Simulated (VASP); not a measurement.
Runs of VASP 6.6.1 on TaN. The structure is that of space group Fm-3m (No. 225), or close to it. The cells are those of the table. 

```tsv
cell	gap on the mesh (eV)	pressure (GPa)
a = 3.152 Å, angles 60.0°, 2 atoms	none	-11.6
a = 3.029 Å, angles 60.0°, 2 atoms	none	34.9
a = 3.061 Å, angles 60.0°, 2 atoms	none	(b)
a = 3.092 Å, angles 60.0°, 2 atoms	none	(a)
a = 3.122 Å, angles 60.0°, 2 atoms	none	-2.6
```

Alike in all rows: task single point; level r2SCAN; potentials or basis VASP PAW PBE potentials, release 64 (Ta_pv, N); no spin polarisation; k mesh 11 × 11 × 11; cutoff (eV) 520; smearing methfessel-paxton 0.1 eV.

**Question.** Estimate the missing entries.

**Answer.** (a) 8.0; (b) 20.4.

Caveats: the PAW data sets were made with another functional, which shifts forces and pressure a little; spin-orbit coupling is left out, which moves the levels of the heavy elements.

A k mesh can miss the band edges, and the runs leave out spin-orbit coupling on Ta.

A gap of «none» marks levels without a gap at the run's occupations.
